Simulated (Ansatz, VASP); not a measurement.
HfS5 in VASP and in Ansatz

```xyz
6
Lattice="4.6415 0.0000 0.0000 -2.3208 4.0197 0.0000 0.0000 0.0000 7.0010" Properties=species:S:1:pos:R:3 pbc="T T T"
Hf    0.0000    0.0000    0.0000
S     2.3208    0.0000    3.5005
S     1.1604    2.0098    3.5005
S    -1.1604    2.0098    3.5005
S     0.0000    2.6798    0.0000
S     2.3208    1.3399    0.0000
```

Change from the starting cell: species swapped into the CaPd5 type (P6/mmm, No. 191).

Alike in both runs: functional PBE; k mesh 12 × 12 × 6; occupations gaussian, width 0.1 eV; no spin polarisation.

Ansatz relaxed the structure, and its values are those at the end. VASP's run is a single point on that final structure, the one shown.

|  | VASP | Ansatz |
| --- | --- | --- |
| version | VASP 6.6.1 | Ansatz 0.2.0 |
| potentials or method | VASP PAW PBE potentials, release 64 (Hf_pv, S), cutoff 520 eV | scalar-relativistic, plane waves, PAW |
| valence electrons in the cell | 40 | 56 |

VASP gave:

- gap on the k mesh at the Fermi level (eV): none
- pressure (GPa): -0.4

Task: What did Ansatz give for the same quantities?

Result: gap on the k mesh at the Fermi level (eV): none; pressure (GPa): 0.0.

A gap of «none» marks a metal or a gap that the smearing closes. The functional is the same, so the differences come from potentials, cutoffs and numerics. VASP's potentials hold 40 valence electrons a cell and Ansatz's 56, so a difference there can come from the potentials and not from the codes.

Neither program's run includes spin-orbit coupling.
